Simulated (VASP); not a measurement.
# Cr (P6/mmm) in VASP: notebook, part 2 of 2

VASP 6.6.1. The steps go on from the part before.

**3. Single point, PBE, collinear spin, ferromagnetic start (10.43 Å³/atom)**

INCAR

```
  ALGO = Normal
  EDIFF = 1E-7
  ENCUT = 520
  GGA = PE
  ISIF = 2
  ISMEAR = -1
  ISPIN = 2
  LASPH = T
  LCHARG = T
  LELF = T
  LMAXMIX = 4
  LORBIT = 11
  LREAL = F
  LVHAR = T
  LWAVE = F
  MAGMOM = 2 2 2
  NBANDS = 29
  NELM = 150
  PREC = Accurate
  SIGMA = 0.1
```

KPOINTS

```
k-points
0
Gamma
  10 10 14
```

POSCAR

```
Cr
1.0
    4.0511454749      0.0000000000      0.0000000000
   -2.0255727374      3.5083948956      0.0000000000
    0.0000000000      0.0000000000      2.2013858326
Cr
3
Direct
    0.0000000000      0.0000000000      0.0000000000
    0.3333333333      0.6666666667      0.5000000000
    0.6666666667      0.3333333333      0.5000000000
```

Potentials or basis: VASP PAW PBE potentials, release 64 (Cr_pv).

Started as:

```bash
$ cat potpaw_PBE.64/Cr_pv/POTCAR > POTCAR
$ mpirun -np 1 vasp_std > vasp.out
```

OUTCAR:

```text
EDIFF = 1E-7
   ENCUT = 520
   GGA = PE
   ISIF = 2
   ISMEAR = -1
   ISPIN = 2
   LASPH = T
   LORBIT = 11
   LREAL = F
   NELM = 150
   PREC = Accurate

 ion  position               nearest neighbor table
   1  0.000  0.000  0.000-   2 2.58   3 2.58   2 2.58   3 2.58   2 2.58   2 2.58   3 2.58   3 2.58
                             3 2.58   3 2.58   2 2.58   2 2.58
   2  0.333  0.667  0.500-   3 2.34   3 2.34   3 2.34   1 2.58   1 2.58   1 2.58   1 2.58   1 2.58
                             1 2.58
   3  0.667  0.333  0.500-   2 2.34   2 2.34   2 2.34   1 2.58   1 2.58   1 2.58   1 2.58   1 2.58
                             1 2.58

  LATTYP: Found a hexagonal cell.
 ALAT       =     4.0511454749
 C/A-ratio  =     0.5433983663

  Lattice vectors:

 A1 = (   4.0511454749,   0.0000000000,   0.0000000000)
 A2 = (  -2.0255727374,   3.5083948956,   0.0000000000)
 A3 = (   0.0000000000,   0.0000000000,   2.2013858326)

Analysis of symmetry for initial positions (statically):
=====================================================================
 Subroutine PRICEL returns:
 Original cell was already a primitive cell.

 Routine SETGRP: Setting up the symmetry group for a
 hexagonal supercell.

 Subroutine GETGRP returns: Found 24 space group operations
 (whereof 24 operations were pure point group operations)
 out of a pool of 24 trial point group operations.

The static configuration has the point symmetry D_6h.

Analysis of symmetry for dynamics (positions and initial velocities):
=====================================================================
 Subroutine PRICEL returns:
 Original cell was already a primitive cell.

 Routine SETGRP: Setting up the symmetry group for a
 hexagonal supercell.

 Subroutine GETGRP returns: Found 24 space group operations
 (whereof 24 operations were pure point group operations)
 out of a pool of 24 trial point group operations.

The dynamic configuration has the point symmetry D_6h.

Analysis of structural, dynamic, and magnetic symmetry:
[... 160 lines left out ...]
  energy without entropy =      -27.00259138  energy(sigma->0) =      -27.07077190

 E-fermi :  12.4338     XC(G=0): -14.2433

 val. band max:       12.4255294091   @ k =   0.1000   0.1000   0.4286
 cond. band min:      12.4376660567   @ k =   0.1000   0.1000   0.5000
 fundamental gap:      0.0121366476
 Fermi energy:        12.4338099082

 spin component 1

 k-point     1 :       0.0000    0.0000    0.0000
  band No.  band energies     occupation
      1     -30.8226      1.00000
      2     -30.8226      1.00000
      3     -30.7429      1.00000
      4     -30.7429      1.00000
      5     -29.9770      1.00000
      6     -29.9770      1.00000
[... 757 lines left out ...]
     28      19.7870      0.00000
     29      19.9974      0.00000

 [... further k-points ...]

 spin component 2

 k-point     1 :       0.0000    0.0000    0.0000
  band No.  band energies     occupation
      1     -30.8223      1.00000
      2     -30.8223      1.00000
      3     -30.7429      1.00000
      4     -30.7429      1.00000
      5     -29.9768      1.00000
      6     -29.9768      1.00000
[... 757 lines left out ...]
     28      19.7859      0.00000
     29      19.9991      0.00000

 [... further k-points ...]

------------------------ aborting loop because EDIFF is reached ----------------------------------------

  FORCE on cell =-STRESS in cart. coord.  units (eV):
  Direction    XX          YY          ZZ          XY          YZ          ZX
  --------------------------------------------------------------------------------------
  -------------------------------------------------------------------------------------
  Total        7.6001361      7.6001361      7.6794736      0.0000000     -0.0000000      0.0000000
  in kB      389.1790672    389.1790672    393.2416948      0.0000000     -0.0000000      0.0000000
  external PRESSURE =     390.5332764 kB  Pullay stress =       0.0000000 kB

 VOLUME and BASIS-vectors are now :
 -----------------------------------------------------------------------------
  energy-cutoff  :      520.00
  volume of cell :       31.29
      direct lattice vectors                 reciprocal lattice vectors
     4.051145475  0.000000000  0.000000000     0.246843765  0.142515314  0.000000000
    -2.025572737  3.508394896  0.000000000     0.000000000  0.285030628  0.000000000
     0.000000000  0.000000000  2.201385833     0.000000000  0.000000000  0.454259306

 POSITION                                       TOTAL-FORCE (eV/Angst)
 -----------------------------------------------------------------------------------
      0.00000      0.00000      0.00000         0.000000     -0.000000      0.000000
     -0.00000      2.33893      1.10069        -0.000000      0.000000     -0.000000
      2.02557      1.16946      1.10069         0.000000     -0.000000      0.000000
 -----------------------------------------------------------------------------------
    total drift:                               -0.000000      0.000000      0.000000

  FREE ENERGIE OF THE ION-ELECTRON SYSTEM (eV)
  ---------------------------------------------------
  free  energy   TOTEN  =       -27.1389524201 eV

  energy  without entropy=      -27.0025913823  energy(sigma->0) =      -27.07077190

 total charge

# of ion       s       p       d       tot
------------------------------------------
    1        0.470   6.463   4.368  11.301
    2        0.483   6.439   4.453  11.374
    3        0.483   6.439   4.453  11.374
--------------------------------------------------
tot          1.435  19.340  13.273  34.049

 magnetization (x)

# of ion       s       p       d       tot
------------------------------------------
    1       -0.000  -0.000  -0.000  -0.000
    2        0.000   0.000   0.000   0.000
    3        0.000   0.000   0.000   0.000
--------------------------------------------------
tot          0.000   0.000   0.000   0.000
```

stdout:

```text
POSCAR found type information on POSCAR Cr
 POSCAR found :  1 types and       3 ions
 scaLAPACK will be used
 LDA part: xc-table for (Slater+PW92), standard interpolation
 POSCAR, INCAR and KPOINTS ok, starting setup
 FFT: planning ... GRIDC
 FFT: planning ... GRID_SOFT
 FFT: planning ... GRID
 WAVECAR not read
 entering main loop
```

It took 86 s on 1 thread of Intel Xeon 6975P-C (Granite Rapids), shared host; peak memory 0.25 GiB.

What came out:

| Quantity | Value |
| --- | --- |
| Free energy | -27.1390 eV |
| Pressure | 39.1 GPa |
| Band gap on the k mesh | zero (filled and empty bands overlap) |
| Net moment | 0.00 μB per cell |
| Valence electrons inside the program's atomic spheres | Cr 11.30, 11.37 (each value once) |

Caveat: the cell stands under pressure; the moments typed at the start vanished in this run.

**4. Single point, PBE, collinear spin, ferromagnetic start**

This run uses another cell than the first one, of 11.85 Å³/atom.

INCAR

```
SYSTEM = Cr
  PREC = Accurate
  ENCUT = 520
  EDIFF = 1E-6
  ISMEAR = -1
  SIGMA = 0.1
  LREAL = .False.
  LASPH = .True.
  NELM = 150
  ALGO = Normal
  ISIF = 2
  LWAVE = .False.
  LCHARG = .False.
  ISPIN = 2
  MAGMOM = 2 2 2
  LORBIT = 11
  LMAXMIX = 4
  GGA = PE
  NBANDS = 29
```

KPOINTS

```
regular mesh
0
Gamma
  10 10 14
  0 0 0
```

POSCAR

```
Cr
1.0
    4.2331483111      0.0000000000      0.0000000000
   -2.1165741556      3.6660139754      0.0000000000
    0.0000000000      0.0000000000      2.2910902837
Cr
3
Direct
    0.0000000000      0.0000000000      0.0000000000
    0.3333333333      0.6666666667      0.5000000000
    0.6666666667      0.3333333333      0.5000000000
```

Started as:

```bash
$ cat potpaw_PBE.64/Cr_pv/POTCAR > POTCAR
$ mpirun -np 1 vasp_std > vasp.out
```

It took 90 s on 1 thread of Intel Xeon 6975P-C (Granite Rapids), shared host; peak memory 0.27 GiB.

The run converged. Its results:

- Free energy: -27.6013 eV
- Pressure: -0.3 GPa
- Band gap on the k mesh: zero (filled and empty bands overlap)
- Net moment: 0.00 μB per cell
- Valence electrons inside the program's atomic spheres: Cr 11.01, 11.07 (each value once)

Levels at points of the mesh, in eV from the Fermi level:
Spin up:
```csv
k point,band 14,band 15,band 16,band 17,band 18,band 19,band 20,band 21,band 22,band 23
"(0.00, 0.00, 0.00)",-2.13,-2.07,-2.07,-1.81,-0.33,-0.33,1.30,1.30,1.36,1.36
"(0.50, 0.00, 0.00)",-2.40,-1.97,-1.78,-1.61,0.42,0.74,1.34,1.43,1.49,1.75
"(0.00, 0.00, 0.50)",-2.50,-1.67,-0.89,-0.89,0.07,0.07,1.54,1.54,1.95,1.95
"(0.50, 0.00, 0.50)",-1.91,-1.43,-1.26,-0.18,-0.10,0.85,0.89,1.53,1.56,2.49
```
Spin down:
```tsv
k point	band 16	band 17	band 18	band 19	band 20	band 21
(0.00, 0.00, 0.00)	-2.07	-1.81	-0.33	-0.33	1.30	1.30
(0.50, 0.00, 0.00)	-1.78	-1.61	0.42	0.74	1.34	1.43
(0.00, 0.00, 0.50)	-0.89	-0.89	0.06	0.06	1.54	1.54
(0.50, 0.00, 0.50)	-1.26	-0.18	-0.10	0.85	0.89	1.53
```

Caveat: the moments typed at the start vanished in this run.
